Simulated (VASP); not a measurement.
Input of a VASP 6.6.1 run:

The input INCAR:

```
SYSTEM = Ir
PREC = Accurate
ENCUT = 520
EDIFF = 1E-7
ISMEAR = -1
SIGMA = 0.1
LREAL = .False.
LASPH = .True.
NELM = 80
ALGO = Normal
ISIF = 2
LWAVE = .False.
LCHARG = .False.
GGA = PS
NBANDS = 16
```

KPOINTS

```
regular mesh
0
Gamma
  11 11 11
  0 0 0
```

POSCAR

```
Ir
1.0
    0.0000000000      2.7904174974      2.7904174974
    2.7904174974      0.0000000000      2.7904174974
    2.7904174974      2.7904174974      0.0000000000
Ir
2
Direct
    0.1250000000      0.1250000000      0.1250000000
    0.8750000000      0.8750000000      0.8750000000
```

Potentials or basis: VASP PAW PBE potentials, release 64 (Ir).

Command:

```bash
$ cat potpaw_PBE.64/Ir/POTCAR > POTCAR
$ mpirun -np 1 vasp_std > vasp.out
```

Q: Estimate the band gap on the k mesh.

A: Zero (band 9 reaches 5.86 eV, above the bottom of band 10 at 4.45 eV).

Q: What does it give for the pressure?

A: -7.6 GPa.

Caveat: the PAW data sets were made with another functional, which shifts forces and pressure a little; spin-orbit coupling is left out, which moves the levels of the heavy elements.
